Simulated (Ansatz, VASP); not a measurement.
# In: VASP beside Ansatz

```xyz
1
Lattice="-1.6255 1.6255 2.4737 1.6255 -1.6255 2.4737 1.6255 1.6255 -2.4737" Properties=species:S:1:pos:R:3 pbc="T T T"
In    0.0000    0.0000    0.0000
```

Alike in both runs: functional PBEsol; k mesh 8 × 8 × 8; occupations fermi-dirac, width 0.05 eV; no spin polarisation.

```csv
,VASP,Ansatz
version,VASP 6.6.1,Ansatz 0.2.0
potentials or method,"VASP PAW PBE potentials, release 64 (In_d), cutoff 520 eV","all-electron LAPW, scalar-relativistic"
task,single point,band structure
```

Ansatz gave:

```
gap on the k mesh at the Fermi level (eV)                     : none
pressure (GPa)                                                : -1.1
traceless stress, the component that is largest in VASP (GPa) : 2.64
```

**Question.** Estimate VASP's values.

**Answer.** gap on the k mesh at the Fermi level (eV): none; pressure (GPa): -1.0; traceless stress, the component that is largest in VASP (GPa): 2.64.

VASP's potentials were made for PBE, not for PBEsol. A gap of «none» marks a metal or a gap that the smearing closes. Ansatz ran all-electron here, and VASP with PAW potentials.

Noted on Ansatz's run: the k mesh is thin for a metal, which can move the energy by tens of meV per atom.
